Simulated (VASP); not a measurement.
AgRh: single point with PBE

The system is AgRh.

```
Ag Rh
1.0
     2.81414    0.00000    0.00000
    -1.40707    2.43711    0.00000
     0.00000    0.00000    4.87188
Ag Rh
1 1
Cartesian
  0.0000 0.0000 2.4359
  1.4071 0.8124 0.0000
```

```
Program             : VASP 6.6.1
Task                : single point
Functional          : PBE
Potentials or basis : VASP PAW PBE potentials, release 64 (Ag, Rh_pv)
Cutoff              : 520 eV
k mesh              : 10 × 10 × 5
Occupations         : fermi-dirac, width 0.1 eV
Spin                : no spin polarisation
```

* Pressure: -7.1 GPa
* Band gap on the k mesh: zero (band 13 reaches 9.32 eV, above the bottom of band 14 at 8.19 eV)

Levels at points of the mesh, in eV from the Fermi level:
```csv
k point,band 11,band 12,band 13,band 14,band 15,band 16
"(0.00, 0.00, 0.00)",-1.72,-1.72,0.09,0.09,0.22,5.02
"(0.50, 0.00, 0.00)",-1.53,-0.14,1.00,1.73,3.80,8.10
```

Wall time 25 s on 1 thread of AMD EPYC 7R43 64-Core Processor (Zen 3), with other jobs on the host, peak memory 0.13 GiB.
